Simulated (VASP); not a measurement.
# SnSe2 (P-3m1) in VASP: notebook, part 3 of 3

VASP 6.6.1. Earlier steps stand in the parts before.

## 5. Single point, PBE-based screened hybrid with 15 % exact exchange

Contents of POSCAR:

```
SnSe2
1.0
    3.8110000000      0.0000000000      0.0000000000
   -1.9055000000      3.3004228138      0.0000000000
    0.0000000000      0.0000000000      6.1360000000
Sn Se
1 2
Direct
    0.0000000000      0.0000000000      0.0000000000
    0.6666666667      0.3333333333      0.7510000000
    0.3333333333      0.6666666667      0.2490000000
```

Contents of INCAR.step1:

```
SYSTEM = SnSe2
  ALGO = Normal
  EDIFF = 1E-5
  ENCUT = 400
  GGA = PE
  GGA_COMPAT = .False.
  ISIF = 2
  ISMEAR = -1
  LASPH = .True.
  LCHARG = .False.
  LREAL = .False.
  LWAVE = .True.
  NBANDS = 20
  NELM = 120
  PREC = Accurate
  SIGMA = 0.05
```

Contents of INCAR.step2:

```
SYSTEM = SnSe2
  AEXX = 0.15
  ALGO = Normal
  EDIFF = 1E-6
  ENCUT = 400
  GGA = PE
  GGA_COMPAT = .False.
  HFSCREEN = 0.2078699
  ISIF = 2
  ISMEAR = -1
  ISTART = 1
  LASPH = .True.
  LCHARG = .False.
  LHFCALC = .True.
  LREAL = .False.
  LWAVE = .False.
  NBANDS = 20
  NELM = 120
  PREC = Accurate
  PRECFOCK = Normal
  SIGMA = 0.05
```

Contents of KPOINTS:

```
k-points
0
Gamma
  5 5 3
  0 0 0
```

Potentials or basis: VASP PAW PBE potentials, release 64 (Sn_d, Se).

On the command line:

```bash
$ cat potpaw_PBE.64/Sn_d/POTCAR potpaw_PBE.64/Se/POTCAR > POTCAR
$ cp INCAR.step1 INCAR
$ mpirun -np 1 vasp_std > vasp.out
$ cp INCAR.step2 INCAR
$ mpirun -np 1 vasp_std > vasp.out
```

OUTCAR:

```text
SYSTEM = SnSe2
   AEXX = 0.15
   EDIFF = 1E-6
   ENCUT = 400
   GGA = PE
   HFSCREEN = 0.2078699
   ISIF = 2
   ISMEAR = -1
   ISTART = 1
   LASPH = .True.
   LHFCALC = .True.
   LREAL = .False.
   NELM = 120
   PREC = Accurate
   PRECFOCK = Normal

 ion  position               nearest neighbor table
   1  0.000  0.000  0.000-   2 2.68   3 2.68   3 2.68   2 2.68   2 2.68   3 2.68
   2  0.667  0.333  0.751-   1 2.68   1 2.68   1 2.68
   3  0.333  0.667  0.249-   1 2.68   1 2.68   1 2.68

  LATTYP: Found a hexagonal cell.
 ALAT       =     3.8110000000
 C/A-ratio  =     1.6100760955

  Lattice vectors:

 A1 = (   3.8110000000,   0.0000000000,   0.0000000000)
 A2 = (  -1.9055000000,   3.3004228138,   0.0000000000)
 A3 = (   0.0000000000,   0.0000000000,   6.1360000000)

Analysis of symmetry for initial positions (statically):
=====================================================================
 Subroutine PRICEL returns:
 Original cell was already a primitive cell.

 Routine SETGRP: Setting up the symmetry group for a
 hexagonal supercell.

 Subroutine GETGRP returns: Found 12 space group operations
 (whereof 12 operations were pure point group operations)
 out of a pool of 24 trial point group operations.

The static configuration has the point symmetry D_3d.

Analysis of symmetry for dynamics (positions and initial velocities):
=====================================================================
 Subroutine PRICEL returns:
 Original cell was already a primitive cell.

 Routine SETGRP: Setting up the symmetry group for a
 hexagonal supercell.

 Subroutine GETGRP returns: Found 12 space group operations
[... 111 lines left out ...]
     AMIX     =   0.40;   BMIX     =  1.00
     AMIX_MAG =   1.60;   BMIX_MAG =  1.00
  volume/ion in A,a.u.               =      25.73       173.61
  Fermi-wavevector in a.u.,A,eV,Ry     =   1.139116  2.152617 17.654722  1.297585
  Thomas-Fermi vector in A             =   2.275820
   LORBIT       =      0    0 simple, 1 ext, 2 COOP (PROOUT), +10 PAW based schemes
   GGA     = PE    functional components
   LHFCALC =     T    Hartree Fock is set to
   PRECFOCK=normal    Normal, Fast or Accurate (Low or Medium for compatibility)
   ENCUT4O =  -1.0   cutoff for four orbital integrals eV
   NKREDX  =     1    reduce k-point grid by
   NKREDY  =     1    reduce k-point grid by
   NKREDZ  =     1    reduce k-point grid by
   AEXX    =    0.1500 exact exchange contribution
   HFSCREEN=    0.2079 screening length (either q_TF or 0.3 A-1)
   HFSCREENC=   0.2079 screening length for correlation (either q_TF or 0.3 A-1)
   ENCUTFOCK=  -1.0 apply spherical cutoff to Coloumb kernel
   IVDW    =     0    specifies the selected vdW correction
   LEPSILON=     F    determine dielectric tensor
   LRPA    =     F    only Hartree local field effects (RPA)
 non-spin polarized calculation
  energy-cutoff  :      400.00
  volume of cell :       77.18
 maximum number of plane-waves:      1418
 NGX is ok and might be reduce to    28
  NGX = 20; NGY = 20; NGZ = 32

 number of electron      26.0000016 magnetization

 Free energy of the ion-electron system (eV)
  ---------------------------------------------------
  ext. energy  EPLUGINS =         0.00000000
  ---------------------------------------------------
  free energy    TOTEN  =       -13.36040903 eV

  energy without entropy =      -13.36040817  energy(sigma->0) =      -13.36040860

 E-fermi :   4.4274     XC(G=0):  -8.4934

 val. band max:        3.8293085702   @ k =   0.0000   0.0000   0.0000
 cond. band min:       5.0510934222   @ k =   0.0000   0.4000   0.3333
 fundamental gap:      1.2217848521
 Fermi energy:         4.4274314604

 k-point     1 :       0.0000    0.0000    0.0000
  band No.  band energies     occupation
      1     -18.6534      2.00000
      2     -18.6534      2.00000
      3     -18.6054      2.00000
      4     -18.5897      2.00000
      5     -18.5897      2.00000
      6     -10.9455      2.00000
[... 265 lines left out ...]
     19      13.3007      0.00000
     20      14.5655      0.00000

------------------------ aborting loop because EDIFF is reached ----------------------------------------

  FORCE on cell =-STRESS in cart. coord.  units (eV):
  Direction    XX          YY          ZZ          XY          YZ          ZX
  --------------------------------------------------------------------------------------
  -------------------------------------------------------------------------------------
  Total        1.6659582      1.6659582      2.2726476      0.0000000      0.0000000     -0.0000000
  in kB       34.5844442     34.5844442     47.1790077      0.0000000      0.0000000     -0.0000000
  external PRESSURE =      38.7826320 kB  Pullay stress =       0.0000000 kB

 VOLUME and BASIS-vectors are now :
 -----------------------------------------------------------------------------
  energy-cutoff  :      400.00
  volume of cell :       77.18
      direct lattice vectors                 reciprocal lattice vectors
     3.811000000  0.000000000  0.000000000     0.262398321  0.151495741  0.000000000
    -1.905500000  3.300422814  0.000000000     0.000000000  0.302991482  0.000000000
     0.000000000  0.000000000  6.136000000     0.000000000  0.000000000  0.162972621

 POSITION                                       TOTAL-FORCE (eV/Angst)
 -----------------------------------------------------------------------------------
      0.00000      0.00000      0.00000        -0.000000      0.000000      0.000000
      1.90550      1.10014      4.60814         0.000000      0.000000     -0.476303
     -0.00000      2.20028      1.52786        -0.000000      0.000000      0.476303
 -----------------------------------------------------------------------------------
    total drift:                               -0.000000      0.000000      0.000000

  FREE ENERGIE OF THE ION-ELECTRON SYSTEM (eV)
  ---------------------------------------------------
  free  energy   TOTEN  =       -13.3604090263 eV

  energy  without entropy=      -13.3604081728  energy(sigma->0) =      -13.36040860
```

OSZICAR.step1:

```text
N       E                     dE             d eps       ncg     rms          rms(c)
DAV:   1     0.195857558324E+03    0.19586E+03   -0.10627E+04   488   0.124E+03
DAV:   2     0.990953321838E+01   -0.18595E+03   -0.17879E+03   524   0.363E+02
DAV:   3    -0.112676533680E+02   -0.21177E+02   -0.20593E+02   572   0.108E+02
DAV:   4    -0.119776847336E+02   -0.71003E+00   -0.70886E+00   588   0.220E+01
DAV:   5    -0.119930694649E+02   -0.15385E-01   -0.15383E-01   652   0.319E+00    0.524E+00
DAV:   6    -0.117322198288E+02    0.26085E+00   -0.49505E-01   720   0.752E+00    0.339E+00
DAV:   7    -0.117110812909E+02    0.21139E-01   -0.17415E-01   592   0.266E+00    0.103E+00
DAV:   8    -0.117109120491E+02    0.16924E-03   -0.13485E-02   632   0.117E+00    0.297E-01
DAV:   9    -0.117114555370E+02   -0.54349E-03   -0.15824E-03   568   0.293E-01    0.897E-02
DAV:  10    -0.117114633782E+02   -0.78413E-05   -0.11326E-04   596   0.720E-02    0.351E-02
DAV:  11    -0.117114979586E+02   -0.34580E-04   -0.45770E-05   548   0.373E-02    0.726E-03
DAV:  12    -0.117114985208E+02   -0.56220E-06   -0.20121E-06   356   0.110E-02
   1 F= -.11711499E+02 E0= -.11711479E+02  d E =-.394937E-04
```

Wall time 37 min (1 thread of Intel Xeon 8259CL, shared host); peak memory 0.29 GiB.

Results:

```yaml
Free_energy: -13.3604 eV
Pressure: 3.9 GPa
Largest_force: 0.476 eV/Å
Band_gap_on_the_k_mesh: 1.22 eV (least direct gap 1.57 eV)
```

Forces in eV/Å, atoms in the order of the input:
```
Sn   0.000  0.000  0.000
Se   0.000  0.000 -0.476
Se   0.000  0.000  0.476
```

Stress tensor (GPa, compression positive):
```
3.46 0.00 0.00
0.00 3.46 0.00
0.00 0.00 4.72
```

Caveat: the cell stands under pressure; the PAW data sets were made with another functional, which shifts forces and pressure a little; spin-orbit coupling is left out, which moves the levels of the heavy elements; an odd mesh through Γ misses points on the zone boundary, where band edges can lie.

## 6. Overview

| task | level | cell | k mesh | cutoff (eV) | grid for exact exchange (PRECFOCK) | share of exact exchange | screening parameter | gap on the mesh (eV) | pressure (GPa) | largest force (eV/Å) |
| --- | --- | --- | --- | --- | --- | --- | --- | --- | --- | --- |
| relaxation of cell and atoms | r2SCAN+rVV10 | relaxed | 8 × 8 × 5 | 600 | - | - | - | 0.98 | 0.0 | 0.01 |
| single point | PBE0 | as given | 6 × 6 × 4 | 400 | Normal | 0.25 | - | 2.22 | 2.4 | 0.30 |
| single point | PBE-based screened hybrid with 10 % exact exchange | as given | 5 × 5 × 3 | 400 | Normal | 0.1 | 0.20787 1/Å | 1.07 | 4.5 | 0.57 |
| single point | PBE-based screened hybrid with 15 % exact exchange | as given | 5 × 5 × 3 | 400 | Normal | 0.15 | 0.20787 1/Å | 1.22 | 3.9 | 0.48 |

Alike in all rows: potentials or basis VASP PAW PBE potentials, release 64 (Sn_d, Se); no spin polarisation; smearing fermi-dirac 0.05 eV.

On the cell as given the gap runs from 1.07 eV (PBE-based screened hybrid with 10 % exact exchange) to 2.22 eV (PBE0); the meshes differ, which moves gaps too. The pressure there spans 2.4 GPa (PBE0) to 4.5 GPa (PBE-based screened hybrid with 10 % exact exchange); a positive pressure means that this level wants a larger cell, a negative one a smaller.

Caveats: the PAW data sets were made with another functional, which shifts forces and pressure a little; spin-orbit coupling is left out, which moves the levels of the heavy elements; an odd mesh through Γ misses points on the zone boundary, where band edges can lie (at least some runs); the cell stands under pressure (at least some runs); this functional lacks dispersion, which binds the layers, so the pressure and a relaxed spacing across them are unreliable (at least some runs).

Total energies depend on the potentials used, so only differences within one code and one set of settings carry meaning.
